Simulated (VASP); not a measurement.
Write the native input for VASP 6.6.1 that does the following.

```yaml
Task: single point
Functional: PBEsol
Potentials_or_basis: VASP PAW PBE potentials, release 64 (Fe, O)
Cutoff: 600 eV
k_mesh: 4 × 4 × 6
Occupations: fermi-dirac, width 0.1 eV
Spin: collinear spin, ferromagnetic start
Starting_moments: "[3.8, 3.8, 0.0, 0.0, 0.0, 0.0] μB"
Hubbard_terms: Fe d U = 6.02 eV
Dipole_correction: no
Further_INCAR_settings: ALGO = Normal; EDIFF = 1e-06; NBANDS = 33; ISYM = 0
```

The structure of FeO2 lies in POSCAR:

```
FeO2
1.0
    4.6219899100      0.0000000000      0.0000000000
    0.0000000000      4.6219899100      0.0000000000
    0.0000000000      0.0000000000      3.0382728200
Fe O
2 4
Direct
    0.0000000000      0.0000000000      0.0000000000
    0.5000000000      0.5000000000      0.5000000000
    0.3040000000      0.3040000000      0.0000000000
    0.6960000000      0.6960000000      0.0000000000
    0.8040000000      0.1960000000      0.5000000000
    0.1960000000      0.8040000000      0.5000000000
```

One way to write it, as run:

INCAR

```
ALGO = Normal ; EDIFF = 1E-6
ENCUT = 600 ; GGA = PS
GGA_COMPAT = F ; ISIF = 2
ISMEAR = -1 ; ISPIN = 2
ISYM = 0 ; LASPH = T
LCHARG = F ; LDAU = T
LDAUJ = 0 0 ; LDAUL = 2 -1
LDAUPRINT = 1 ; LDAUTYPE = 2
LDAUU = 6.02 0 ; LMAXMIX = 4
LORBIT = 11 ; LREAL = F
LWAVE = F ; MAGMOM = 3.8 3.8 0 0 0 0
NBANDS = 33 ; NELM = 200
PREC = Accurate ; SIGMA = 0.1
```

KPOINTS

```
k-points
0
Gamma
  4 4 6
```

Potentials or basis: VASP PAW PBE potentials, release 64 (Fe, O).

Run with:

```console
$ cat potpaw_PBE.64/Fe/POTCAR potpaw_PBE.64/O/POTCAR > POTCAR
$ mpirun -np 1 vasp_std > vasp.out
```

Results of the run:

```
Pressure                                              : -13.7 GPa
Largest force                                         : 0.437 eV/Å
Net moment                                            : 8.27 μB per cell
Site moments                                          : Fe +4.19; O -0.03 μB
Valence electrons inside the program's atomic spheres : Fe 6.76; O 4.92
```

Caveat: the cell stands under tension; the PAW data sets were made with another functional, which shifts forces and pressure a little; the run started ferromagnetic, and an antiferromagnetic order may lie lower in energy.

Wall time 2.2 min on 1 thread of Intel(R) Xeon(R) 6975P-C (Granite Rapids) (shared host), peak memory 0.35 GiB.
